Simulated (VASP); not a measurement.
Crystal: AgBr.

```
Ag Br
1.0
     0.00000   -2.88605   -2.88605
     2.88605    0.00000   -2.88605
     2.88605   -2.88605    0.00000
Ag Br
1 1
Direct
  0.00000 0.00000 0.00000
  0.50000 0.50000 0.50000
```

* Program: VASP 6.6.1
* Task: relaxation of cell and atoms
* Functional: PBE
* Potentials or basis: VASP PAW PBE potentials, release 64 (Ag, Br)
* Cutoff: 500 eV
* k mesh: 8 × 8 × 8
* Occupations: gaussian, width 0.02 eV
* Spin: no spin polarisation

At the start: pressure 1.5 GPa; volume 24.04 Å³/atom.

Problem. Where does the relaxation end?

Solution. Over 3 steps the energy falls by 3.8 meV/atom and the volume is 24.89 Å³/atom (+3.5 %); space group Fm-3m (No. 225, to 0.1 Å) before and after.

Step by step:
```csv
step,energy change (eV),largest force (eV/Å),pressure (GPa),volume (Å³)
1,0.0000,0.0000,1.47,48.08
2,-0.0075,0.0000,0.12,49.63
3,-0.0075,0.0000,0.00,49.78
```

Final structure:
```
CELL_PARAMETERS angstrom
0.00000 -2.91976 -2.91976
2.91976 0.00000 -2.91976
2.91976 -2.91976 0.00000
ATOMIC_POSITIONS crystal
Ag 0.00000 0.00000 0.00000
Br 0.50000 0.50000 0.50000
```
